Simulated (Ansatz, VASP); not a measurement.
**Ag in VASP and in Ansatz**

The input INCAR:

```
SYSTEM = Ag
PREC     = Accurate       ! precision mode
ENCUT    = 520            ! plane-wave cutoff, eV
EDIFF    = 1E-6           ! SCF threshold, eV
ISMEAR   = -1             ! smearing method
SIGMA    = 0.1            ! smearing width, eV
LREAL    = .False.        ! projectors in reciprocal space
LASPH    = .True.         ! aspherical terms in the spheres
NELM     = 80             ! most SCF steps
ALGO     = Normal         ! electronic algorithm
ISIF     = 2              ! what is computed and relaxed
LWAVE    = .False.        ! write WAVECAR
LCHARG   = .False.        ! write CHGCAR
GGA      = CA             ! functional
NBANDS   = 12             ! bands
```

Contents of KPOINTS:

```
Automatic mesh
0
Gamma
  22 22 22
  0 0 0
```

POSCAR

```
Ag
1.0
    0.0000000000      2.0766424138      2.0766424138
    2.0766424138      0.0000000000      2.0766424138
    2.0766424138      2.0766424138      0.0000000000
Ag
1
Direct
    0.0000000000      0.0000000000      0.0000000000
```

Input for Ansatz:

```yaml
crystal:
  lattice:
    - [0.0, 2.0766424138, 2.0766424138]
    - [2.0766424138, 0.0, 2.0766424138]
    - [2.0766424138, 2.0766424138, 0.0]
  atoms:
    - { symbol: Ag, position: [0.0, 0.0, 0.0] }
hamiltonian:
  xc: lda
  pseudopotentials:
    kind: paw
    azcp:
      Ag: "pseudopotentials/Ag.paw.azcp"
basis:
  ecutwfc: 420
  fft_grid_basis: typed
kpoints:
  mp_grid: { grid: [22, 22, 22], shift: [0, 0, 0] }
magnetization:
  spin_polarized: false
scf:
  occupations: { method: fermi_dirac, width: 0.1 }
output:
  stress: true
```

Alike in both runs: task single point; functional LDA; k mesh 22 × 22 × 22; occupations fermi-dirac, width 0.1 eV; no spin polarisation.

|  | VASP | Ansatz |
| --- | --- | --- |
| version | VASP 6.6.1 | Ansatz 0.2.0 |
| potentials or method | VASP PAW LDA potentials, release 64 (Ag), cutoff 520 eV | plane waves (420 eV) with PAW, scalar-relativistic |
| valence electrons in the cell | 11 | 19 |

```tsv
	VASP	Ansatz	Ansatz less VASP
pressure (GPa)	-11.2	-11.3	-0.16
```

Ansatz warns that its potentials were made for another functional, while VASP's fit it. LDA's correlation is that of Perdew and Zunger in VASP and of Perdew and Wang (1992) in Ansatz. VASP's potentials hold 11 valence electrons a cell and Ansatz's 19, so a difference there can come from the potentials and not from the codes.
